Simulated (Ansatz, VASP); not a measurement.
Hf2N: VASP beside Ansatz

INCAR

```
  PREC = Accurate
  ENCUT = 520
  EDIFF = 1E-7
  ISMEAR = 0
  SIGMA = 0.15
  LREAL = F
  LASPH = T
  NELM = 60
  ALGO = Normal
  ISIF = 2
  LWAVE = F
  LCHARG = F
  GGA = PS
  NBANDS = 34
```

The input KPOINTS:

```
Automatic mesh
0
Gamma
  8 8 14
```

POSCAR

```
Hf2N
1.0
    5.3649570984      0.0000000000      0.0000000000
    0.0000000000      5.3649570984      0.0000000000
    0.0000000000      0.0000000000      3.2696650613
Hf N
4 2
Direct
    0.2954631013      0.2954631013      0.0000000000
    0.7045368987      0.7045368987      0.0000000000
    0.7954631013      0.2045368987      0.5000000000
    0.2045368987      0.7954631013      0.5000000000
    0.0000000000      0.0000000000      0.0000000000
    0.5000000000      0.5000000000      0.5000000000
```

Input for Ansatz:

```yaml
crystal:
  lattice:
    - [5.3649570984, 0.0, 0.0]
    - [0.0, 5.3649570984, 0.0]
    - [0.0, 0.0, 3.2696650613]
  atoms:
    - { symbol: Hf, position: [0.2954631013, 0.2954631013, 0.0] }
    - { symbol: Hf, position: [0.7045368987, 0.7045368987, 0.0] }
    - { symbol: Hf, position: [0.7954631013, 0.2045368987, 0.5] }
    - { symbol: Hf, position: [0.2045368987, 0.7954631013, 0.5] }
    - { symbol: "N", position: [0.0, 0.0, 0.0] }
    - { symbol: "N", position: [0.5, 0.5, 0.5] }
basis:
  ecutwfc: 520.0
kpoints:
  mp_grid: { grid: [8, 8, 14] }
hamiltonian:
  xc: pbesol
  pseudopotentials: { kind: paw, azcp: { folder: soft_1 } }
scf:
  occupations: { method: gaussian, width: 0.15 }
output:
  forces: true
  stress: true
  eigenvalues: true
```

Alike in both runs: task single point; functional PBEsol; k mesh 8 × 8 × 14; occupations gaussian, width 0.15 eV; no spin polarisation.

```csv
,VASP,Ansatz
version,VASP 6.6.1,Ansatz 0.2.0
potentials or method,"VASP PAW PBE potentials, release 64 (Hf_pv, N), cutoff 520 eV","scalar-relativistic, plane waves, PAW"
valence electrons in the cell,50,114
```

Ansatz gave:

```
gap on the k mesh at the Fermi level (eV)                     : none
pressure (GPa)                                                : -7.5
traceless stress, the component that is largest in VASP (GPa) : -0.34
rms of the force components (eV/Å)                            : 0.025
```

Q: Estimate VASP's values.

A: gap on the k mesh at the Fermi level (eV): none; pressure (GPa): -8.4; traceless stress, the component that is largest in VASP (GPa): -0.44; rms of the force components (eV/Å): 0.029.

VASP's potentials were made for PBE, not for PBEsol, and Ansatz warns of the same on its side. Atom by atom the forces differ by 0.004 eV/Å (rms over components). A gap of «none» marks a metal or a gap that the smearing closes. The functional is the same, so the differences come from potentials, cutoffs and numerics. VASP's potentials hold 50 valence electrons a cell and Ansatz's 114, so a difference there can come from the potentials and not from the codes.

Spin-orbit coupling is off throughout.
